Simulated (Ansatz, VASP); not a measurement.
## One calculation of IrRh2, two programs

INCAR

```
PREC = Accurate ; ENCUT = 520
EDIFF = 1E-6 ; ISMEAR = 0
SIGMA = 0.1 ; LREAL = F
LASPH = T ; NELM = 150
ALGO = Normal ; ISIF = 2
LWAVE = F ; LCHARG = F
ISPIN = 2 ; MAGMOM = 1 1 1
LORBIT = 11 ; LMAXMIX = 4
GGA = PE ; NBANDS = 30
```

The input KPOINTS:

```
regular mesh
0
Gamma
  6 6 4
```

The input POSCAR:

```
IrRh2
1.0
    2.7264573716      0.0000000000      0.0000000000
   -1.3632286858      2.3611813461      0.0000000000
    0.0000000000      0.0000000000      6.6247630190
Ir Rh
1 2
Direct
    0.0000000000      0.0000000000      0.5000000000
    0.6666666667      0.3333333333      0.8316315648
    0.3333333333      0.6666666667      0.1683684352
```

Input for Ansatz:

```yaml
crystal:
  lattice:
    - [2.7264573716, 0.0, 0.0]
    - [-1.3632286858, 2.3611813461, 0.0]
    - [0.0, 0.0, 6.624763019]
  atoms:
    - { symbol: Ir, position: [0.0, 0.0, 0.5], spin: 1.0 }
    - { symbol: Rh, position: [0.6666666667, 0.3333333333, 0.8316315648], spin: 1.0 }
    - { symbol: Rh, position: [0.3333333333, 0.6666666667, 0.1683684352], spin: 1.0 }
basis:
  ecutwfc: 420
kpoints:
  mp_grid: { grid: [6, 6, 4] }
hamiltonian:
  xc: pbe
scf:
  occupations: { method: gaussian, width: 0.1 }
  lower_state_search: "off"
output:
  forces: true
  stress: true
  eigenvalues: true
  populations: true
magnetization:
  spin_polarized: true
```

Alike in both runs: task single point; functional PBE; k mesh 6 × 6 × 4; occupations gaussian, width 0.1 eV; collinear spin.

```csv
,VASP,Ansatz
version,VASP 6.6.1,Ansatz 0.2.0
potentials or method,"VASP PAW PBE potentials, release 64 (Ir, Rh_pv), cutoff 520 eV","scalar-relativistic, plane waves, PAW"
valence electrons in the cell,39,51
```

Ansatz gave:

* gap on the k mesh at the Fermi level (eV): none
* pressure (GPa): -0.1
* rms of the force components (eV/Å): 0.008
* net moment per atom (μB): 0.00

Task: Which values does VASP return?

Result: gap on the k mesh at the Fermi level (eV): none; pressure (GPa): 0.0; rms of the force components (eV/Å): 0.005; net moment per atom (μB): 0.00.

Atom by atom the forces differ by 0.012 eV/Å (rms over components). A gap of «none» marks a metal or a gap that the smearing closes. With one functional, cell and mesh, what is left measures potentials, basis and numerics. VASP's potentials hold 39 valence electrons a cell and Ansatz's 51, so a difference there can come from the potentials and not from the codes. Ansatz's warnings: seeded moment not kept.

The k mesh is coarse, so the values compare programs but aren't converged. Neither program's run includes spin-orbit coupling.
